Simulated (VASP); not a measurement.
# Mg2H3 (Amm2) in VASP: notebook, part 2 of 2

VASP 6.6.1. The steps go on from the part before.

### Step 3. Relaxation of cell and atoms, PBE

Contents of INCAR:

```
SYSTEM = Mg2H3
  PREC = Accurate
  ENCUT = 600
  EDIFF = 1E-6
  ISMEAR = 0
  SIGMA = 0.1
  LREAL = .False.
  LASPH = .True.
  NELM = 60
  ALGO = Normal
  ISIF = 3
  LWAVE = .False.
  LCHARG = .False.
  GGA = PE
  IBRION = 2
  NSW = 90
  EDIFFG = -0.04
```

Contents of KPOINTS:

```
Automatic mesh
0
Gamma
  4 6 6
  0 0 0
```

Contents of POSCAR:

```
Mg2H3
1.0
    4.1115490200      0.0000000000      0.0000000000
    0.0000000000      3.4147997700      2.2105715800
    0.0000000000     -3.4147997700      2.2105715800
Mg H
2 3
Direct
    0.5000000000      0.0536961200      0.6838819300
    0.5000000000      0.6838819300      0.0536961200
    0.0000000000      0.6851083300      0.6851083300
    0.8205851500      0.1252257400      0.1252257400
    0.1794148500      0.1252257400      0.1252257400
```

Potentials or basis: VASP PAW PBE potentials, release 64 (Mg, H).

Started as:

```sh
$ cat potpaw_PBE.64/Mg/POTCAR potpaw_PBE.64/H/POTCAR > POTCAR
$ mpirun -np 1 vasp_std > vasp.out
```

OUTCAR:

```text
SYSTEM = Mg2H3
   PREC = Accurate
   ENCUT = 600
   EDIFF = 1E-6
   ISMEAR = 0
   LREAL = .False.
   LASPH = .True.
   NELM = 60
   ISIF = 3
   GGA = PE
   IBRION = 2
   NSW = 90
   EDIFFG = -0.04

 ion  position               nearest neighbor table
   1  0.500  0.054  0.684-   4 2.15   5 2.15   2 2.38   2 2.38   2 2.53
   2  0.500  0.684  0.054-   4 2.15   5 2.15   1 2.38   1 2.38   1 2.53
   3  0.000  0.685  0.685-
   4  0.821  0.125  0.125-   1 2.15   2 2.15
   5  0.179  0.125  0.125-   1 2.15   2 2.15

  LATTYP: Found a base centered orthorhombic cell.
 ALAT       =     4.4211431600
 B/A-ratio  =     1.5447587406
 C/A-ratio  =     0.9299741879

  Lattice vectors:

 A1 = (   0.0000000000,   3.4147997700,   2.2105715800)
 A2 = (   0.0000000000,  -3.4147997700,   2.2105715800)
 A3 = (   4.1115490200,   0.0000000000,   0.0000000000)

Analysis of symmetry for initial positions (statically):
=====================================================================
 Subroutine PRICEL returns:
 Original cell was already a primitive cell.

 Routine SETGRP: Setting up the symmetry group for a
 base centered orthorhombic supercell.

 Subroutine GETGRP returns: Found  4 space group operations
 (whereof  4 operations were pure point group operations)
 out of a pool of  8 trial point group operations.

The static configuration has the point symmetry C_2v.

Analysis of symmetry for dynamics (positions and initial velocities):
=====================================================================
 Subroutine PRICEL returns:
 Original cell was already a primitive cell.

 Routine SETGRP: Setting up the symmetry group for a
 base centered orthorhombic supercell.

 Subroutine GETGRP returns: Found  4 space group operations
 (whereof  4 operations were pure point group operations)
 out of a pool of  8 trial point group operations.

The dynamic configuration has the point symmetry C_2v.

 Subroutine INISYM returns: Found  4 space group operations
 (whereof  4 operations are pure point group operations),
 and found     1 'primitive' translations

----------------------------------------------------------------------------------------

                                     Primitive cell

  volume of cell :      62.0734

  direct lattice vectors                    reciprocal lattice vectors
     4.111549020  0.000000000  0.000000000     0.243217336  0.000000000  0.000000000
     0.000000000  3.414799770  2.210571580     0.000000000  0.146421469  0.226185845
     0.000000000 -3.414799770  2.210571580     0.000000000 -0.146421469  0.226185845

  length of vectors
     4.111549020  4.067859902  4.067859902     0.243217336  0.269442541  0.269442541

  position of ions in fractional coordinates (direct lattice)
     0.500000000  0.053696120  0.683881930
     0.500000000  0.683881930  0.053696120
     0.000000000  0.685108330  0.685108330
     0.820585150  0.125225740  0.125225740
     0.179414850  0.125225740  0.125225740

  ion indices of the primitive-cell ions
   primitive index   ion index
                 1           1
                 2           2
                 3           3
                 4           4
                 5           5

[... 66 lines left out ...]
   LNONCOLLINEAR =      F non collinear calculations
   LSORBIT =      F    spin-orbit coupling
   LASPH  =      T    aspherical Exc in radial PAW
   ENCUT  =  600.0 eV  44.10 Ry    6.64 a.u.   8.21  8.12  8.12*2*pi/ulx,y,z
   NELM   =     60;   NELMIN=  2; NELMDL= -5     # of ELM steps
   EDIFF  = 0.1E-05   stopping-criterion for ELM
   LREAL  =      F    real-space projection
   EDIFFG = -.4E-01   stopping-criterion for IOM
   NSW    =     90    number of steps for IOM
   IBRION =      2    ionic relax: 0-MD 1-quasi-New 2-CG
   NFREE  =      1    steps in history (QN), initial steepest desc. (CG)
   ISIF   =      3    stress and relaxation
   ISYM   =      2    0-nonsym 1-usesym 2-fastsym
   POTIM  = 0.5000    time-step for ionic-motion
   TEBEG  =    0.0;   TEEND  =   0.0 temperature during run
   PSTRESS=    0.0 pullay stress
   NELECT =       7.0000    total number of electrons
   NUPDOWN=      -1.0000    fix difference up-down
   EMIN   =  10.00;   EMAX   =-10.00  energy-range for DOS
   EFERMI =   0.00;   METHOD = LEGACY
   ISMEAR =     0;   SIGMA  =   0.10  broadening in eV -4-tet -1-fermi 0-gaus
   EFERMI_NEDOS =   21; number of points for ismear=-14 and -15
   IALGO  =     38    algorithm
   IMIX   =      4    mixing-type and parameters
     AMIX     =   0.40;   BMIX     =  1.00
     AMIX_MAG =   1.60;   BMIX_MAG =  1.00
  volume/ion in A,a.u.               =      12.41        83.78
  Fermi-wavevector in a.u.,A,eV,Ry     =   0.790932  1.494645  8.511441  0.625573
  Thomas-Fermi vector in A             =   1.896372
   LORBIT       =      0    0 simple, 1 ext, 2 COOP (PROOUT), +10 PAW based schemes
   GGA     = PE    functional components
   LHFCALC =     F    Hartree Fock is set to
   AEXX    =    0.0000 exact exchange contribution
   IVDW    =     0    specifies the selected vdW correction
   LEPSILON=     F    determine dielectric tensor
   LRPA    =     F    only Hartree local field effects (RPA)
 conjugate gradient relaxation of ions
 non-spin polarized calculation
 Gauss-broadening in eV      SIGMA  =   0.10
  energy-cutoff  :      600.00
  volume of cell :       62.07
 maximum number of plane-waves:      2088
 NGX is ok and might be reduce to    36
   NGX = 17   NGY = 17   NGZ = 17

--------------------------------------- Ionic step        1  -------------------------------------------

 number of electron       6.9999999 magnetization

 Free energy of the ion-electron system (eV)
  ---------------------------------------------------
  ext. energy  EPLUGINS =         0.00000000
  ---------------------------------------------------
  free energy    TOTEN  =        -8.55049069 eV

  energy without entropy =       -8.54526672  energy(sigma->0) =       -8.54787871

------------------------ aborting loop because EDIFF is reached ----------------------------------------

  FORCE on cell =-STRESS in cart. coord.  units (eV):
  Direction    XX          YY          ZZ          XY          YZ          ZX
  --------------------------------------------------------------------------------------
  -------------------------------------------------------------------------------------
  Total       -5.7973785      0.8440923     11.5869321      0.0000000      0.0000000      0.0000000
  in kB     -149.6362942     21.7868883    299.0706185      0.0000000      0.0000000      0.0000000
  external PRESSURE =      57.0737375 kB  Pullay stress =       0.0000000 kB
[... 98 lines left out ...]
  FREE ENERGIE OF THE ION-ELECTRON SYSTEM (eV)
  ---------------------------------------------------
  free  energy   TOTEN  =       -10.1097561896 eV

  energy  without entropy=      -10.1026015601  energy(sigma->0) =      -10.10617887

[... ionic steps 4 to 62 ...]

--------------------------------------- Ionic step       63  -------------------------------------------

 number of electron       7.0000001 magnetization

------------------------ aborting loop because EDIFF is reached ----------------------------------------
[... 73 lines left out ...]
--------------------------------------- Ionic step       65  -------------------------------------------

 number of electron       7.0000002 magnetization

 Free energy of the ion-electron system (eV)
  ---------------------------------------------------
  ext. energy  EPLUGINS =         0.00000000
  ---------------------------------------------------
  free energy    TOTEN  =       -11.99177511 eV

  energy without entropy =      -11.98862499  energy(sigma->0) =      -11.99020005

 E-fermi :   1.2260     XC(G=0):  -7.7988

 val. band max:        1.1311140472   @ k =   0.5000   0.5000   0.5000
 cond. band min:       1.2853101792   @ k =   0.2500   0.3333   0.3333
 fundamental gap:      0.1541961319
 Fermi energy:         1.2259862956

 k-point     1 :       0.0000    0.0000    0.0000
  band No.  band energies     occupation
      1      -7.4327      2.00000
      2      -4.3960      2.00000
      3      -0.9058      2.00000
      4       1.5592      0.00000
      5       2.0030      0.00000
      6       2.9824      0.00000
      7       3.2072      0.00000
[... 221 lines left out ...]
 k-point    24 :       0.5000   -0.3333    0.1667
  band No.  band energies     occupation
      1      -5.4563      2.00000
      2      -2.6132      2.00000
      3      -0.0945      2.00000
      4       1.6055      0.00000
      5       2.9852      0.00000
      6       3.5547      0.00000
      7       4.7999      0.00000

 [... further k-points ...]
[... 5 lines left out ...]
  --------------------------------------------------------------------------------------
  -------------------------------------------------------------------------------------
  Total       -0.0862238      0.0606816     -0.0065983      0.0000000      0.0000000      0.0000000
  in kB       -1.9118993      1.3455346     -0.1463095      0.0000000      0.0000000      0.0000000
  external PRESSURE =      -0.2375580 kB  Pullay stress =       0.0000000 kB
[... 20 lines left out ...]
  FREE ENERGIE OF THE ION-ELECTRON SYSTEM (eV)
  ---------------------------------------------------
  free  energy   TOTEN  =       -11.9917751133 eV

  energy  without entropy=      -11.9886249925  energy(sigma->0) =      -11.99020005

 reached required accuracy - stopping structural energy minimisation
```

OSZICAR:

```text
N       E                     dE             d eps       ncg     rms          rms(c)
DAV:   1     0.359383388083E+01    0.35938E+01   -0.24180E+03   546   0.771E+02
DAV:   2    -0.894033054759E+01   -0.12534E+02   -0.12265E+02   735   0.660E+01
DAV:   3    -0.941661061269E+01   -0.47628E+00   -0.46456E+00   707   0.168E+01
DAV:   4    -0.941888167235E+01   -0.22711E-02   -0.22706E-02   854   0.973E-01
[... 506 lines left out ...]
       N       E                     dE             d eps       ncg     rms          rms(c)
DAV:   1    -0.119918421508E+02   -0.94622E-03   -0.57361E-02   546   0.218E+00    0.671E-02
DAV:   2    -0.119918034396E+02    0.38711E-04   -0.36676E-04   742   0.178E-01    0.393E-02
DAV:   3    -0.119917755879E+02    0.27852E-04   -0.98686E-05   623   0.581E-02    0.402E-03
DAV:   4    -0.119917751133E+02    0.47462E-06   -0.37357E-06   637   0.169E-02
  65 F= -.11991775E+02 E0= -.11990200E+02  d E =-.137603E-02
```

Wall time 5.2 min (1 thread of Intel Xeon Platinum 8559C (Emerald Rapids), shared host); peak memory 0.21 GiB.

What came out:

| Item | Value |
| --- | --- |
| Free energy | -11.9918 eV |
| Relaxed volume | 14.45 Å³/atom |
| Relaxed cell | a = 2.956 Å, b = 5.411 Å, c = 5.411 Å, α = 123.40°, β = 90.00°, γ = 90.00° |
| Space group after relaxing (to 0.05 Å) | Amm2 (No. 38) |
| Energy gained by relaxing | 688.3 meV/atom |
| Ionic steps | 65 |
| Pressure after relaxing | 0.0 GPa |
| Largest force after relaxing | 0.026 eV/Å |

Forces on the atoms (eV/Å):
```
Mg   0.000 -0.023 -0.013
Mg   0.000  0.023 -0.013
H    0.000  0.000  0.025
H   -0.014  0.000  0.001
H    0.014  0.000  0.001
```

Stress tensor (GPa, compression positive):
```
-0.19  0.00  0.00
 0.00  0.13  0.00
 0.00  0.00 -0.01
```

Step by step:
| step | energy change (eV) | largest force (eV/Å) | pressure (GPa) | volume (Å³) |
| --- | --- | --- | --- | --- |
| 1 | 0.0000 | 0.5858 | 5.71 | 62.07 |
| 3 | -1.5593 | 1.3212 | -1.19 | 68.36 |
| 5 | -1.8792 | 1.0318 | -1.82 | 68.40 |
| 7 | -2.1141 | 1.4222 | -0.93 | 67.55 |
| 9 | -2.2142 | 1.1413 | -0.56 | 67.08 |
| 11 | -2.3136 | 0.7300 | 0.96 | 66.26 |
| 13 | -2.4515 | 0.7201 | 0.38 | 67.81 |
| 15 | -2.5771 | 1.2893 | -1.85 | 69.26 |
| 17 | -2.8092 | 1.1493 | 0.01 | 68.80 |
| 19 | -2.8985 | 0.2008 | 1.88 | 69.00 |
| 21 | -2.9655 | 0.4436 | 1.51 | 70.66 |
| 23 | -3.0386 | 0.7919 | -0.96 | 75.11 |
| 25 | -3.0701 | 0.4684 | -0.55 | 74.91 |
| 27 | -3.1974 | 0.4163 | 0.59 | 75.03 |
| 29 | -3.2498 | 1.3988 | 0.97 | 76.36 |
| 31 | -3.2747 | 0.7925 | 0.49 | 76.54 |
| 33 | -3.3206 | 0.2526 | -1.09 | 78.11 |
| 35 | -3.3440 | 0.1931 | -0.96 | 77.30 |
| 37 | -3.3681 | 0.4683 | -0.72 | 75.72 |
| 39 | -3.3801 | 0.2160 | -1.04 | 74.61 |
| 41 | -3.3954 | 0.1037 | -0.47 | 72.78 |
| 43 | -3.4003 | 0.2442 | 0.16 | 71.02 |
| 45 | -3.4064 | 0.2741 | 0.02 | 70.38 |
| 47 | -3.4165 | 0.1221 | 0.68 | 69.48 |
| 49 | -3.4198 | 0.1238 | 0.66 | 69.59 |
| 51 | -3.4258 | 0.6497 | -0.30 | 71.70 |
| 53 | -3.4297 | 0.3917 | 0.02 | 71.11 |
| 55 | -3.4346 | 0.1879 | 0.17 | 72.28 |
| 57 | -3.4359 | 0.0999 | 0.10 | 72.02 |
| 59 | -3.4391 | 0.0790 | -0.13 | 72.54 |
| 61 | -3.4395 | 0.0688 | -0.24 | 72.78 |
| 63 | -3.4399 | 0.0820 | -0.12 | 72.70 |
| 65 | -3.4413 | 0.0262 | -0.02 | 72.26 |

Final structure:
```xyz
5
Lattice="2.9559 0.0000 0.0000 0.0000 4.7642 2.5655 0.0000 -4.7642 2.5655" Properties=species:S:1:pos:R:3 pbc="T T T"
Mg    1.4779    1.5630    3.7847
Mg    1.4779   -1.5630    3.7847
H     0.0000    0.0000    3.7588
H     2.5738    0.0000    1.1938
H     0.3821    0.0000    1.1938
```

Levels at points of the mesh, in eV from the Fermi level:
| k point | band 1 | band 2 | band 3 | band 4 | band 5 | band 6 | band 7 |
| --- | --- | --- | --- | --- | --- | --- | --- |
| (0.00, 0.00, 0.00) | -8.66 | -5.62 | -2.13 | 0.33 | 0.78 | 1.76 | 1.98 |
| (0.50, 0.00, 0.00) | -6.79 | -3.75 | -1.88 | 1.53 | 3.11 | 3.30 | 4.45 |
| (0.00, 0.50, 0.00) | -7.97 | -6.63 | -2.70 | -1.84 | 2.63 | 4.47 | 6.17 |
| (0.50, 0.50, 0.00) | -6.50 | -4.24 | -0.26 | 0.08 | 0.98 | 2.11 | 2.71 |
| (0.00, 0.50, 0.50) | -8.32 | -5.53 | -4.46 | -0.34 | 3.01 | 5.40 | 5.67 |
| (0.50, 0.50, 0.50) | -6.68 | -3.66 | -0.46 | -0.43 | -0.09 | 3.37 | 3.54 |

Caveat: the k points lie up to 0.53 Å⁻¹ apart in the final cell; the volume moved by over 15 % at a fixed basis, so the end points are rough.
